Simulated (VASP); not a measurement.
Runs of VASP 6.6.1 on Zr. The structure is that of space group Fm-3m (No. 225), or close to it. The cells are those of the table. 

```tsv
task	cell	k mesh	cutoff (eV)	gap on the mesh (eV)	pressure (GPa)
single point	a = 3.198 Å, angles 60.0°, 1 atom	14 × 14 × 14	520	none	-3.3
relaxation of cell and atoms	relaxed from a = 3.205 Å, angles 60.0°, 1 atom	12 × 12 × 12	600	none	0.0
single point	a = 3.278 Å, angles 60.0°, 1 atom	14 × 14 × 14	520	none	-8.8
single point	a = 3.070 Å, angles 60.0°, 1 atom	14 × 14 × 14	520	none	(a)
single point	a = 3.156 Å, angles 60.0°, 1 atom	20 × 20 × 20	520	none	0.3
```

Alike in all rows: level PBEsol; potentials or basis VASP PAW PBE potentials, release 64 (Zr_sv); no spin polarisation; smearing fermi-dirac 0.1 eV.

Q: Fill in the values left out.

A: (a) 9.5.

Caveats: the PAW data sets were made with another functional, which shifts forces and pressure a little.

A k mesh can miss the band edges, and the runs leave out spin-orbit coupling on Zr.

A gap of «none» marks levels without a gap at the run's occupations.
